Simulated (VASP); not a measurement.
The system is Rh.

```
Rh
1.0
     2.73098    0.00000    0.00000
    -1.36549    2.36510    0.00000
     0.00000    0.00000    4.42849
Rh
2
Direct
  0.66667 0.33333 0.75000
  0.33333 0.66667 0.25000
```

Program: VASP 6.6.1. Alike in all runs: task single point; level LDA; potentials or basis VASP PAW LDA potentials, release 64 (Rh_pv); spin collinear, ferromagnetic start; cell as given; k mesh 16 × 16 × 9; cutoff (eV) 520; smearing fermi-dirac 0.05 eV.

Problem. Order these runs on this cell by their pressure, lowest first.
A. fixed moment (μB) 2.4
B. fixed moment (μB) 1.6
C. fixed moment (μB) 1.0

Solution. C (-17.3 GPa), B (-15.1 GPa), A (-10.4 GPa).

Caveats: the total moment is fixed, so each spin has its own Fermi level.
